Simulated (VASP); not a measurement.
# BAs (F-43m) in VASP: further runs

BAs is run at these levels: r2SCAN; tasks: single point.

Program: VASP 6.6.1. These are calculated values, not measurements. Logs are shortened: lines on timing, memory, paths and dates and some standing lists are left out, and cuts for length are marked.

## 1. The cell of the first run

Symmetry: F-43m, No. 216, cubic system. The conventional cell has a = 4.735 Å, b = 4.735 Å, c = 4.735 Å, α = 90.00°, β = 90.00°, γ = 90.00°. Within 2.7 Å of B (site symmetry -43m) lie 4 As at 2.05 Å. As (site symmetry -43m) has 4 B at 2.05 Å within 2.7 Å.

## 2. Single point, r2SCAN (volume changed by -3%)

File POSCAR:

```
BAs
1.0
    0.0000000000      2.3677056766      2.3677056766
    2.3677056766      0.0000000000      2.3677056766
    2.3677056766      2.3677056766      0.0000000000
B As
1 1
Direct
    0.0000000000      0.0000000000      0.0000000000
    0.2500000000      0.2500000000      0.2500000000
```

File INCAR.step1:

```
PREC = Accurate ; ENCUT = 520
ISMEAR = 0 ; SIGMA = 0.01
LREAL = F ; LASPH = T
NELM = 100 ; NBANDS = 11
GGA = PE ; ALGO = Normal
EDIFF = 1E-4 ; LWAVE = T
LCHARG = F
```

File INCAR.step2:

```
PREC = Accurate ; ENCUT = 520
EDIFF = 1E-7 ; ISMEAR = 0
SIGMA = 0.01 ; LREAL = F
LASPH = T ; NELM = 100
ALGO = Normal ; ISIF = 2
LWAVE = F ; LCHARG = F
METAGGA = R2SCAN ; LMIXTAU = T
NBANDS = 11 ; ISTART = 1
```

File KPOINTS:

```
Automatic mesh
0
Gamma
  8 8 8
```

Potentials or basis: VASP PAW PBE potentials, release 64 (B, As).

Started as:

```bash
$ cat potpaw_PBE.64/B/POTCAR potpaw_PBE.64/As/POTCAR > POTCAR
$ cp INCAR.step1 INCAR
$ mpirun -np 1 vasp_std > vasp.out
$ cp INCAR.step2 INCAR
$ mpirun -np 1 vasp_std > vasp.out
```

OUTCAR:

```text
PREC = Accurate
   ENCUT = 520
   EDIFF = 1E-7
   ISMEAR = 0
   LREAL = F
   LASPH = T
   NELM = 100
   ISIF = 2
   METAGGA = R2SCAN
   ISTART = 1

 ion  position               nearest neighbor table
   1  0.000  0.000  0.000-   2 2.05   2 2.05   2 2.05   2 2.05
   2  0.250  0.250  0.250-   1 2.05   1 2.05   1 2.05   1 2.05

  LATTYP: Found a face centered cubic cell.
 ALAT       =     4.7354113532

  Lattice vectors:

 A1 = (   0.0000000000,   2.3677056766,   2.3677056766)
 A2 = (   2.3677056766,   0.0000000000,   2.3677056766)
 A3 = (   2.3677056766,   2.3677056766,   0.0000000000)

Analysis of symmetry for initial positions (statically):
=====================================================================
 Subroutine PRICEL returns:
 Original cell was already a primitive cell.

 Routine SETGRP: Setting up the symmetry group for a
 face centered cubic supercell.

 Subroutine GETGRP returns: Found 24 space group operations
 (whereof 24 operations were pure point group operations)
 out of a pool of 48 trial point group operations.

The static configuration has the point symmetry T_d .

Analysis of symmetry for dynamics (positions and initial velocities):
=====================================================================
 Subroutine PRICEL returns:
 Original cell was already a primitive cell.

 Routine SETGRP: Setting up the symmetry group for a
 face centered cubic supercell.

 Subroutine GETGRP returns: Found 24 space group operations
 (whereof 24 operations were pure point group operations)
 out of a pool of 48 trial point group operations.

The dynamic configuration has the point symmetry T_d .

 Subroutine INISYM returns: Found 24 space group operations
 (whereof 24 operations are pure point group operations),
 and found     1 'primitive' translations

----------------------------------------------------------------------------------------

                                     Primitive cell

  volume of cell :      26.5469

  direct lattice vectors                    reciprocal lattice vectors
     0.000000000  2.367705677  2.367705677    -0.211174896  0.211174896  0.211174896
     2.367705677  0.000000000  2.367705677     0.211174896 -0.211174896  0.211174896
     2.367705677  2.367705677  0.000000000     0.211174896  0.211174896 -0.211174896

  length of vectors
     3.348441480  3.348441480  3.348441480     0.365765649  0.365765649  0.365765649

  position of ions in fractional coordinates (direct lattice)
     0.000000000  0.000000000  0.000000000
     0.250000000  0.250000000  0.250000000

  ion indices of the primitive-cell ions
   primitive index   ion index
                 1           1
                 2           2

----------------------------------------------------------------------------------------

 KPOINTS: Automatic mesh

Automatic generation of k-mesh.
 Grid dimensions read from file:
 generate k-points for:    8    8    8

 Generating k-lattice:

  Cartesian coordinates                     Fractional coordinates (reciprocal lattice)
    -0.026396862  0.026396862  0.026396862     0.125000000  0.000000000  0.000000000
     0.026396862 -0.026396862  0.026396862     0.000000000  0.125000000  0.000000000
     0.026396862  0.026396862 -0.026396862     0.000000000  0.000000000  0.125000000

  Length of vectors
     0.045720706  0.045720706  0.045720706

  Shift w.r.t. Gamma in fractional coordinates (k-lattice)
     0.000000000  0.000000000  0.000000000

 Subroutine IBZKPT returns following result:
 ===========================================

 Found     29 irreducible k-points:

 Following reciprocal coordinates:
            Coordinates               Weight
  0.000000  0.000000  0.000000      1.000000
  0.125000  0.000000  0.000000      8.000000
  0.250000  0.000000  0.000000      8.000000
  0.375000  0.000000  0.000000      8.000000
  0.500000  0.000000  0.000000      4.000000
  0.125000  0.125000  0.000000      6.000000
[... 16 lines left out ...]
  0.500000  0.250000  0.125000     48.000000
 -0.375000  0.250000  0.125000     24.000000
 [... further k-points ...]
   k-points           NKPTS =     29   k-points in BZ     NKDIM =     29   number of bands    NBANDS=     11
   number of dos      NEDOS =    301   number of ions     NIONS =      2
   total plane-waves  NPLWV =  21952
   dimension x,y,z NGX =    28 NGY =   28 NGZ =   28
   dimension x,y,z NGXF=    56 NGYF=   56 NGZF=   56
   ions per type =               1   1
   NGX,Y,Z   is equivalent  to a cutoff of  13.90, 13.90, 13.90 a.u.
   NGXF,Y,Z  is equivalent  to a cutoff of  27.80, 27.80, 27.80 a.u.
 SYSTEM =  unknown system
   PREC   = accura    normal or accurate (medium, high low for compatibility)
   ISTART =      1    job   : 0-new  1-cont  2-samecut
   ICHARG =      0    charge: 1-file 2-atom 10-const
   ISPIN  =      1    spin polarized calculation?
   LNONCOLLINEAR =      F non collinear calculations
   LSORBIT =      F    spin-orbit coupling
   LASPH  =      T    aspherical Exc in radial PAW
   ENCUT  =  520.0 eV  38.22 Ry    6.18 a.u.   6.23  6.23  6.23*2*pi/ulx,y,z
   NELM   =    100;   NELMIN=  2; NELMDL=  0     # of ELM steps
   EDIFF  = 0.1E-06   stopping-criterion for ELM
   LREAL  =      F    real-space projection
   EDIFFG = 0.1E-05   stopping-criterion for IOM
   NSW    =      0    number of steps for IOM
   IBRION =     -1    ionic relax: 0-MD 1-quasi-New 2-CG
   NFREE  =      0    steps in history (QN), initial steepest desc. (CG)
   ISIF   =      2    stress and relaxation
   ISYM   =      2    0-nonsym 1-usesym 2-fastsym
   POTIM  = 0.5000    time-step for ionic-motion
   TEBEG  =    0.0;   TEEND  =   0.0 temperature during run
   PSTRESS=    0.0 pullay stress
   NELECT =       8.0000    total number of electrons
   NUPDOWN=      -1.0000    fix difference up-down
   EMIN   =  10.00;   EMAX   =-10.00  energy-range for DOS
   EFERMI =   0.00;   METHOD = LEGACY
   ISMEAR =     0;   SIGMA  =   0.01  broadening in eV -4-tet -1-fermi 0-gaus
   EFERMI_NEDOS =   21; number of points for ismear=-14 and -15
   IALGO  =     38    algorithm
   IMIX   =      4    mixing-type and parameters
     AMIX     =   0.40;   BMIX     =  1.00
     AMIX_MAG =   1.60;   BMIX_MAG =  1.00
  volume/ion in A,a.u.               =      13.27        89.57
  Fermi-wavevector in a.u.,A,eV,Ry     =   1.097574  2.074114 16.390510  1.204669
  Thomas-Fermi vector in A             =   2.233936
   LORBIT       =      0    0 simple, 1 ext, 2 COOP (PROOUT), +10 PAW based schemes
   METAGGA = R2SCAN    functional components
   LHFCALC =     F    Hartree Fock is set to
   AEXX    =    0.0000 exact exchange contribution
   IVDW    =     0    specifies the selected vdW correction
   LEPSILON=     F    determine dielectric tensor
   LRPA    =     F    only Hartree local field effects (RPA)
 non-spin polarized calculation
 Gauss-broadening in eV      SIGMA  =   0.01
  energy-cutoff  :      520.00
  volume of cell :       26.55
 maximum number of plane-waves:       725
 NGX is ok and might be reduce to    28
   NGX = 13   NGY = 13   NGZ = 13

 number of electron       8.0000000 magnetization

 Free energy of the ion-electron system (eV)
  ---------------------------------------------------
  ext. energy  EPLUGINS =         0.00000000
  ---------------------------------------------------
  free energy    TOTEN  =       -22.24081871 eV

  energy without entropy =      -22.24081871  energy(sigma->0) =      -22.24081871

 E-fermi :   6.4308     XC(G=0): -11.2523

 val. band max:        6.3212686460   @ k =   0.0000   0.0000   0.0000
 cond. band min:       7.6755954665   @ k =   0.3750   0.3750   0.0000
 fundamental gap:      1.3543268205
 Fermi energy:         6.4308317117

 k-point     1 :       0.0000    0.0000    0.0000
  band No.  band energies     occupation
      1     -10.0897      2.00000
      2       6.3213      2.00000
      3       6.3213      2.00000
      4       6.3213      2.00000
      5       9.7965      0.00000
      6       9.7965      0.00000
      7       9.7965      0.00000
      8      11.8276      0.00000
      9      16.8453      0.00000
     10      19.8649      0.00000
     11      19.8649      0.00000

 k-point     2 :       0.1250    0.0000    0.0000
  band No.  band energies     occupation
      1      -9.8143      2.00000
      2       4.2243      2.00000
      3       5.8397      2.00000
      4       5.8397      2.00000
      5      10.0883      0.00000
      6      10.4294      0.00000
      7      10.4294      0.00000
      8      13.0523      0.00000
      9      17.8346      0.00000
     10      18.5403      0.00000
     11      18.5403      0.00000

 k-point     3 :       0.2500    0.0000    0.0000
  band No.  band energies     occupation
      1      -9.0107      2.00000
      2       1.0390      2.00000
      3       5.0648      2.00000
      4       5.0648      2.00000
      5       9.8240      0.00000
      6      11.2923      0.00000
      7      11.2923      0.00000
      8      15.0636      0.00000
      9      18.1652      0.00000
     10      18.1652      0.00000
     11      18.5536      0.00000

 k-point     4 :       0.3750    0.0000    0.0000
  band No.  band energies     occupation
      1      -7.8094      2.00000
      2      -1.7389      2.00000
      3       4.5221      2.00000
      4       4.5221      2.00000
      5       9.5543      0.00000
      6      11.4661      0.00000
      7      11.4661      0.00000
      8      15.9555      0.00000
      9      19.1794      0.00000
     10      19.7865      0.00000
     11      19.7865      0.00000

 k-point     5 :       0.5000    0.0000    0.0000
  band No.  band energies     occupation
      1      -6.9664      2.00000
      2      -3.1234      2.00000
      3       4.3344      2.00000
      4       4.3344      2.00000
      5       9.4576      0.00000
      6      11.4042      0.00000
      7      11.4042      0.00000
      8      15.9552      0.00000
      9      20.1790      0.00000
     10      21.9288      0.00000
     11      21.9288      0.00000
[... 211 lines left out ...]
 k-point    21 :       0.5000    0.5000    0.0000
  band No.  band energies     occupation
      1      -5.4854      2.00000
      2      -2.8985      2.00000
      3       1.8935      2.00000
      4       1.8935      2.00000
      5       7.8972      0.00000
      6       7.9912      0.00000
      7      18.7446      0.00000
      8      18.7446      0.00000
      9      20.4599      0.00000
     10      25.0593      0.00000
     11      25.2168      0.00000

 k-point    22 :       0.3750    0.2500    0.1250
  band No.  band energies     occupation
      1      -8.3058      2.00000
      2       0.7758      2.00000
      3       2.3068      2.00000
      4       4.1286      2.00000
      5       9.8453      0.00000
      6      12.0836      0.00000
      7      12.7011      0.00000
      8      14.0932      0.00000
      9      17.8889      0.00000
     10      20.5805      0.00000
     11      21.7013      0.00000

 k-point    23 :       0.5000    0.2500    0.1250
  band No.  band energies     occupation
      1      -7.1407      2.00000
      2      -1.3594      2.00000
      3       1.5470      2.00000
      4       3.3527      2.00000
      5      10.5448      0.00000
      6      11.8089      0.00000
      7      13.4310      0.00000
      8      15.0273      0.00000
      9      18.6507      0.00000
     10      20.5675      0.00000
     11      23.0267      0.00000

 k-point    24 :      -0.3750    0.2500    0.1250
  band No.  band energies     occupation
      1      -6.3346      2.00000
      2      -2.6004      2.00000
      3       1.4223      2.00000
      4       2.9874      2.00000
      5      10.6897      0.00000
      6      11.4639      0.00000
      7      14.4607      0.00000
      8      16.1194      0.00000
      9      17.3810      0.00000
     10      21.4990      0.00000
     11      22.6692      0.00000

 [... further k-points ...]

------------------------ aborting loop because EDIFF is reached ----------------------------------------

  FORCE on cell =-STRESS in cart. coord.  units (eV):
  Direction    XX          YY          ZZ          XY          YZ          ZX
  --------------------------------------------------------------------------------------
  -------------------------------------------------------------------------------------
  Total        0.8120502      0.8120502      0.8120502      0.0000000      0.0000000      0.0000000
  in kB       49.0095072     49.0095072     49.0095072      0.0000000      0.0000000      0.0000000
  external PRESSURE =      49.0095072 kB  Pullay stress =       0.0000000 kB

 VOLUME and BASIS-vectors are now :
 -----------------------------------------------------------------------------
  energy-cutoff  :      520.00
  volume of cell :       26.55
      direct lattice vectors                 reciprocal lattice vectors
     0.000000000  2.367705677  2.367705677    -0.211174896  0.211174896  0.211174896
     2.367705677  0.000000000  2.367705677     0.211174896 -0.211174896  0.211174896
     2.367705677  2.367705677  0.000000000     0.211174896  0.211174896 -0.211174896

 POSITION                                       TOTAL-FORCE (eV/Angst)
 -----------------------------------------------------------------------------------
      0.00000      0.00000      0.00000        -0.000000      0.000000      0.000000
      1.18385      1.18385      1.18385         0.000000     -0.000000     -0.000000
 -----------------------------------------------------------------------------------
    total drift:                               -0.000000     -0.000000     -0.000000

  FREE ENERGIE OF THE ION-ELECTRON SYSTEM (eV)
  ---------------------------------------------------
  free  energy   TOTEN  =       -22.2408187136 eV

  energy  without entropy=      -22.2408187136  energy(sigma->0) =      -22.24081871
```

It took 83 s on 1 thread of Intel Xeon Platinum 8259CL at 2.50GHz (Skylake/Cascade Lake), shared host; peak memory 0.16 GiB.

What came out:

```yaml
Free_energy: -22.2408 eV
Pressure: 4.9 GPa
Band_gap_on_the_k_mesh: 1.35 eV, indirect (least direct gap 3.48 eV)
```

Levels at points of the mesh, in eV from the valence-band top:
| k point | band 1 | band 2 | band 3 | band 4 | band 5 | band 6 | band 7 | band 8 | band 9 |
| --- | --- | --- | --- | --- | --- | --- | --- | --- | --- |
| (0.00, 0.00, 0.00) | -16.41 | 0.00 | 0.00 | 0.00 | 3.48 | 3.48 | 3.48 | 5.51 | 10.52 |
| (0.50, 0.00, 0.00) | -13.29 | -9.44 | -1.99 | -1.99 | 3.14 | 5.08 | 5.08 | 9.63 | 13.86 |
| (0.50, 0.50, 0.00) | -11.81 | -9.22 | -4.43 | -4.43 | 1.58 | 1.67 | 12.42 | 12.42 | 14.14 |

Caveat: the cell differs from its parent crystal (volume changed by -3%); the PAW data sets were made with another functional, which shifts forces and pressure a little.

## 3. Single point, r2SCAN

This run uses another cell than the first one, of 13.68 Å³/atom, 1.031 times its volume.

File POSCAR:

```
BAs
1.0
    0.0000000000      2.3918676074      2.3918676074
    2.3918676074      0.0000000000      2.3918676074
    2.3918676074      2.3918676074      0.0000000000
B As
1 1
Direct
    0.0000000000      0.0000000000      0.0000000000
    0.2500000000      0.2500000000      0.2500000000
```

File INCAR.step1:

```
SYSTEM = BAs
PREC     = Accurate       ! precision mode
ENCUT    = 520            ! plane-wave cutoff, eV
ISMEAR   = 0              ! smearing method
SIGMA    = 0.01           ! smearing width, eV
LREAL    = .FALSE.        ! projectors in reciprocal space
LASPH    = .TRUE.         ! aspherical terms in the spheres
NELM     = 80             ! most SCF steps
NBANDS   = 11             ! bands
GGA      = PE             ! functional
ALGO     = Normal         ! electronic algorithm
EDIFF    = 1E-4           ! SCF threshold, eV
LWAVE    = .TRUE.         ! write WAVECAR
LCHARG   = .FALSE.        ! write CHGCAR
```

File INCAR.step2:

```
SYSTEM = BAs
PREC     = Accurate       ! precision mode
ENCUT    = 520            ! plane-wave cutoff, eV
EDIFF    = 1E-6           ! SCF threshold, eV
ISMEAR   = 0              ! smearing method
SIGMA    = 0.01           ! smearing width, eV
LREAL    = .FALSE.        ! projectors in reciprocal space
LASPH    = .TRUE.         ! aspherical terms in the spheres
NELM     = 80             ! most SCF steps
ALGO     = Normal         ! electronic algorithm
ISIF     = 2              ! what is computed and relaxed
LWAVE    = .FALSE.        ! write WAVECAR
LCHARG   = .TRUE.         ! write CHGCAR
METAGGA  = R2SCAN         ! meta-GGA
LMIXTAU  = .TRUE.       
LELF     = .TRUE.         ! ELF
LVHAR    = .TRUE.       
NBANDS   = 11             ! bands
ISTART   = 1
```

File KPOINTS:

```
regular mesh
0
G
  8 8 8
  0 0 0
```

Potentials or basis: VASP PAW PBE potentials, release 64 (B, As).

Started as:

```bash
$ cat potpaw_PBE.64/B/POTCAR potpaw_PBE.64/As/POTCAR > POTCAR
$ cp INCAR.step1 INCAR
$ mpirun -np 1 vasp_std > vasp.out
$ cp INCAR.step2 INCAR
$ mpirun -np 1 vasp_std > vasp.out
```

Wall time 64 s (1 thread of Intel Xeon Platinum 8259CL at 2.50GHz (Skylake/Cascade Lake), shared host); peak memory 0.17 GiB.

Results (log left out):

```yaml
Free_energy: -22.2540 eV
Pressure: 0.3 GPa
Band_gap_on_the_k_mesh: 1.39 eV, indirect (least direct gap 3.44 eV)
```

Levels at points of the mesh, in eV from the valence-band top:
| k point | band 2 | band 3 | band 4 | band 5 | band 6 | band 7 |
| --- | --- | --- | --- | --- | --- | --- |
| (0.00, 0.00, 0.00) | 0.00 | 0.00 | 0.00 | 3.44 | 3.44 | 3.44 |
| (0.50, 0.00, 0.00) | -9.21 | -1.93 | -1.93 | 2.95 | 5.05 | 5.05 |
| (0.50, 0.50, 0.00) | -9.04 | -4.29 | -4.29 | 1.62 | 1.70 | 12.12 |

Caveat: the PAW data sets were made with another functional, which shifts forces and pressure a little. r2SCAN opens gaps a little over a GGA but as a rule still falls short of measured ones.

(Continued in part 2 of 2.)
